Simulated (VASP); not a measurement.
# W (Im-3m) in VASP: elastic constants with PBE

Aim: the elastic constants of W with PBE.

All numbers are computed with VASP 6.6.1; they aren't measurements. Logs are shortened: lines on timing, memory, paths and dates and some standing lists are left out, and cuts for length are marked.

### 1 The cell of the first run

The structure is cubic, space group Im-3m (No. 229). The conventional cell has a = 3.160 Å, b = 3.160 Å, c = 3.160 Å, α = 90.00°, β = 90.00°, γ = 90.00°. Within 3.6 Å of W (site symmetry m-3m) lie 14 W at 2.74 to 3.16 Å.

### 2 Elastic constants, PBE

INCAR

```
SYSTEM = W
ALGO = Normal
EDIFF = 1E-8
ENCUT = 600
GGA = PE
IBRION = 6
ISIF = 3
ISMEAR = -1
LASPH = .TRUE.
LCHARG = .TRUE.
LREAL = .FALSE.
LWAVE = .FALSE.
NELM = 100
NFREE = 2
NSW = 1
POTIM = 0.015
PREC = Accurate
SIGMA = 0.15
```

KPOINTS

```
k-points
0
G
  20 20 20
  0 0 0
```

POSCAR

```
W
1.0
   -1.5802315482      1.5802315482      1.5802315482
    1.5802315482     -1.5802315482      1.5802315482
    1.5802315482      1.5802315482     -1.5802315482
W
1
Direct
    0.0000000000      0.0000000000      0.0000000000
```

Potentials or basis: VASP PAW PBE potentials, release 64 (W_sv).

The run is started by

```bash
$ cat potpaw_PBE.64/W_sv/POTCAR > POTCAR
$ mpirun -np 1 vasp_std > vasp.out
```

OUTCAR:

```text
SYSTEM = W
   EDIFF = 1E-8
   ENCUT = 600
   GGA = PE
   IBRION = 6
   ISIF = 3
   ISMEAR = -1
   LASPH = .TRUE.
   LREAL = .FALSE.
   NELM = 100
   NFREE = 2
   NSW = 1
   POTIM = 0.015
   PREC = Accurate

 ion  position               nearest neighbor table
   1  0.000  0.000  0.000-

  LATTYP: Found a body centered cubic cell.
 ALAT       =     3.1604630964

  Lattice vectors:

 A1 = (  -1.5802315482,   1.5802315482,   1.5802315482)
 A2 = (   1.5802315482,  -1.5802315482,   1.5802315482)
 A3 = (   1.5802315482,   1.5802315482,  -1.5802315482)

Analysis of symmetry for initial positions (statically):
=====================================================================
 Subroutine PRICEL returns:
 Original cell was already a primitive cell.

 Routine SETGRP: Setting up the symmetry group for a
 body centered cubic supercell.

 Subroutine GETGRP returns: Found 48 space group operations
 (whereof 48 operations were pure point group operations)
 out of a pool of 48 trial point group operations.

The static configuration has the point symmetry O_h .

Analysis of symmetry for dynamics (positions and initial velocities):
=====================================================================
 Subroutine PRICEL returns:
 Original cell was already a primitive cell.

 Routine SETGRP: Setting up the symmetry group for a
 body centered cubic supercell.

 Subroutine GETGRP returns: Found 48 space group operations
 (whereof 48 operations were pure point group operations)
 out of a pool of 48 trial point group operations.

The dynamic configuration has the point symmetry O_h .

 Subroutine INISYM returns: Found 48 space group operations
 (whereof 48 operations are pure point group operations),
 and found     1 'primitive' translations

----------------------------------------------------------------------------------------

                                     Primitive cell

  volume of cell :      15.7842

  direct lattice vectors                    reciprocal lattice vectors
    -1.580231548  1.580231548  1.580231548     0.000000000  0.316409327  0.316409327
     1.580231548 -1.580231548  1.580231548     0.316409327  0.000000000  0.316409327
     1.580231548  1.580231548 -1.580231548     0.316409327  0.316409327  0.000000000

  length of vectors
     2.737041329  2.737041329  2.737041329     0.447470361  0.447470361  0.447470361

  position of ions in fractional coordinates (direct lattice)
     0.000000000  0.000000000  0.000000000

  ion indices of the primitive-cell ions
   primitive index   ion index
                 1           1

----------------------------------------------------------------------------------------

 KPOINTS: k-points

Automatic generation of k-mesh.
 Grid dimensions read from file:
 generate k-points for:   20   20   20

 Generating k-lattice:

  Cartesian coordinates                     Fractional coordinates (reciprocal lattice)
     0.000000000  0.015820466  0.015820466     0.050000000  0.000000000  0.000000000
     0.015820466  0.000000000  0.015820466     0.000000000  0.050000000  0.000000000
     0.015820466  0.015820466  0.000000000     0.000000000  0.000000000  0.050000000

  Length of vectors
     0.022373518  0.022373518  0.022373518

[... 97 lines left out ...]
  ---------------------------------------------------
  ext. energy  EPLUGINS =         0.00000000
  ---------------------------------------------------
  free energy    TOTEN  =       -12.96466427 eV

  energy without entropy =      -12.93178239  energy(sigma->0) =      -12.94822333

------------------------ aborting loop because EDIFF is reached ----------------------------------------

  FORCE on cell =-STRESS in cart. coord.  units (eV):
  Direction    XX          YY          ZZ          XY          YZ          ZX
  --------------------------------------------------------------------------------------
  -------------------------------------------------------------------------------------
  Total        0.7532184      0.7532184      0.7532184      0.0000000      0.0000000     -0.0000000
  in kB       76.4556065     76.4556065     76.4556065      0.0000000      0.0000000     -0.0000000
  external PRESSURE =      76.4556065 kB  Pullay stress =       0.0000000 kB
[... 86 lines left out ...]
  FREE ENERGIE OF THE ION-ELECTRON SYSTEM (eV)
  ---------------------------------------------------
  free  energy   TOTEN  =       -12.9469425384 eV

  energy  without entropy=      -12.9140166485  energy(sigma->0) =      -12.93047959

[... ionic steps 4 to 12 ...]

--------------------------------------- Ionic step       13  -------------------------------------------

 number of electron      14.0000001 magnetization

------------------------ aborting loop because EDIFF is reached ----------------------------------------
[... 65 lines left out ...]
--------------------------------------- Ionic step       15  -------------------------------------------

 number of electron      14.0000001 magnetization

 Free energy of the ion-electron system (eV)
  ---------------------------------------------------
  ext. energy  EPLUGINS =         0.00000000
  ---------------------------------------------------
  free energy    TOTEN  =       -12.96466390 eV

  energy without entropy =      -12.93178201  energy(sigma->0) =      -12.94822296

 E-fermi :  11.5033     XC(G=0): -13.6647

 val. band max:       11.4948840478   @ k =  -0.2000   0.2500   0.1000
 cond. band min:      11.5111660180   @ k =  -0.1500   0.2000   0.1000
 fundamental gap:      0.0162819702
 Fermi energy:        11.5033347257

 k-point     1 :       0.0000    0.0000    0.0000
  band No.  band energies     occupation
      1     -62.6702      2.00000
      2     -26.2260      2.00000
      3     -26.2260      2.00000
      4     -26.2260      2.00000
      5       1.8446      2.00000
      6      10.2699      1.99946
      7      10.2699      1.99946
      8      10.2699      1.99946
      9      13.7783      0.00000
     10      13.7783      0.00000
     11      26.0322      0.00000
[... 309 lines left out ...]
 k-point    24 :       0.2500    0.1000    0.0000
  band No.  band energies     occupation
      1     -62.5754      2.00000
      2     -27.1173      2.00000
      3     -26.5215      2.00000
      4     -26.2768      2.00000
      5       5.1686      2.00000
      6       8.6268      2.00000
      7       9.3644      2.00000
      8      13.0304      0.00008
      9      14.3957      0.00000
     10      14.7041      0.00000
     11      25.5221      0.00000

 [... further k-points ...]

------------------------ aborting loop because EDIFF is reached ----------------------------------------

  FORCE on cell =-STRESS in cart. coord.  units (eV):
  Direction    XX          YY          ZZ          XY          YZ          ZX
  --------------------------------------------------------------------------------------
  -------------------------------------------------------------------------------------
  Total        0.7531860      0.7531860      0.7531860      0.0000000      0.0000000      0.0000000
  in kB       76.4523136     76.4523136     76.4523136      0.0000000      0.0000000      0.0000000
  external PRESSURE =      76.4523136 kB  Pullay stress =       0.0000000 kB
[... 16 lines left out ...]
  FREE ENERGIE OF THE ION-ELECTRON SYSTEM (eV)
  ---------------------------------------------------
  free  energy   TOTEN  =       -12.9646639005 eV

  energy  without entropy=      -12.9317820108  energy(sigma->0) =      -12.94822296

 INTERNAL STRAIN TENSORS FROM STRAINED CELLS
 ============================================

 INTERNAL STRAIN TENSOR FOR ION    1 for displacements in x,y,z  (eV/Angst):
          X           Y           Z          XY          YZ          ZX
  --------------------------------------------------------------------------------
  x     0.00000     0.00000     0.00000     0.00000    -0.00000     0.00000
  y     0.00000     0.00000     0.00000     0.00000     0.00000    -0.00000
  z    -0.00000    -0.00000    -0.00000    -0.00000    -0.00000     0.00000

 INTERNAL STRAIN TENSORS FROM DISPLACED ATOMS
 ============================================

 INTERNAL STRAIN TENSOR FOR ION    1 for displacements in x,y,z  (eV/Angst):
          X           Y           Z          XY          YZ          ZX
  --------------------------------------------------------------------------------
  x     0.00000     0.00000     0.00000     0.00000     0.00000     0.00000
  y     0.00000     0.00000     0.00000     0.00000     0.00000     0.00000
  z     0.00000     0.00000     0.00000     0.00000     0.00000     0.00000

 Eigenvectors and eigenvalues of the dynamical matrix
 ----------------------------------------------------

   1 f  =    0.000000 THz     0.000000 2PiTHz    0.000000 cm-1     0.000000 meV
             X         Y         Z           dx          dy          dz
      0.000000  0.000000  0.000000     1.000000    0.000000    0.000000

   2 f  =    0.000000 THz     0.000000 2PiTHz    0.000000 cm-1     0.000000 meV
             X         Y         Z           dx          dy          dz
      0.000000  0.000000  0.000000     0.000000    1.000000    0.000000

   3 f  =    0.000000 THz     0.000000 2PiTHz    0.000000 cm-1     0.000000 meV
             X         Y         Z           dx          dy          dz
      0.000000  0.000000  0.000000     0.000000    0.000000    1.000000

--------------------------------------------------------------------------------------------------------

 ELASTIC MODULI CONTR FROM IONIC RELAXATION (kBar)
 Direction    XX          YY          ZZ          XY          YZ          ZX
 --------------------------------------------------------------------------------
 XX           0.0000      0.0000      0.0000      0.0000      0.0000      0.0000
 YY           0.0000      0.0000      0.0000      0.0000      0.0000      0.0000
 ZZ           0.0000      0.0000      0.0000      0.0000      0.0000      0.0000
 XY           0.0000      0.0000      0.0000      0.0000      0.0000      0.0000
 YZ           0.0000      0.0000      0.0000      0.0000      0.0000      0.0000
 ZX           0.0000      0.0000      0.0000      0.0000      0.0000      0.0000
 --------------------------------------------------------------------------------

 TOTAL ELASTIC MODULI (kBar)
 Direction    XX          YY          ZZ          XY          YZ          ZX
 --------------------------------------------------------------------------------
 XX        5538.2340   2166.6792   2166.6792      0.0000      0.0000     -0.0000
 YY        2166.6792   5538.2340   2166.6792      0.0000      0.0000      0.0000
 ZZ        2166.6792   2166.6792   5538.2340      0.0000      0.0000     -0.0000
 XY           0.0000      0.0000      0.0000   1577.4799      0.0000     -0.0000
 YZ           0.0000      0.0000      0.0000      0.0000   1577.4799      0.0000
 ZX          -0.0000      0.0000     -0.0000     -0.0000      0.0000   1577.4799
 --------------------------------------------------------------------------------
```

It took 32 min on 1 thread of AMD EPYC 7R13 (Zen 3), shared host; peak memory 0.79 GiB.

What came out:

| Quantity | Value |
| --- | --- |
| Elastic constants C11, C12, C44 | 554, 217, 158 GPa |
| Voigt bulk modulus | 329 GPa |

Elastic tensor in Voigt notation (GPa, in the Cartesian axes of the cell as first typed):
```
554 217 217   0   0   0
217 554 217   0   0   0
217 217 554   0   0   0
  0   0   0 158   0   0
  0   0   0   0 158   0
  0   0   0   0   0 158
```

Clamped-ion elastic tensor (GPa):
```
554 217 217   0   0   0
217 554 217   0   0   0
217 217 554   0   0   0
  0   0   0 158   0   0
  0   0   0   0 158   0
  0   0   0   0   0 158
```

Caveat: the cell is under stress, which shifts elastic constants; spin-orbit coupling is left out, which moves the levels of the heavy elements.
